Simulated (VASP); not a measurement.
Runs of VASP 6.6.1 on InSb (zincblende type). The structure is that of space group F-43m (No. 216), or close to it. The cells are those of the table. 

```tsv
task	cell	k mesh for the DOS	occupations for the DOS	gap on the mesh (eV)	pressure (GPa)
single point	a = 3.930 Å, angles 60.0°, 2 atoms	-	-	-	60.2
single point	a = 4.561 Å, angles 60.0°, 2 atoms	-	-	none	(a)
single point	a = 3.737 Å, angles 60.0°, 2 atoms	-	-	none	(b)
single point	a = 4.371 Å, angles 60.0°, 2 atoms	-	-	0.47	8.3
```

Alike in all rows: level LDA; potentials or basis VASP PAW LDA potentials, release 64 (In_d, Sb); no spin polarisation; k mesh 11 × 11 × 11; cutoff (eV) 520; smearing fermi-dirac 0.1 eV.

Task: Estimate the missing entries.

Result: (a) 0.1; (b) 113.8.

Caveats: spin-orbit coupling is left out, which moves the levels of the heavy elements.

A k mesh can miss the band edges, and the runs leave out spin-orbit coupling on In, Sb.

A gap of «none» marks levels without a gap at the run's occupations.
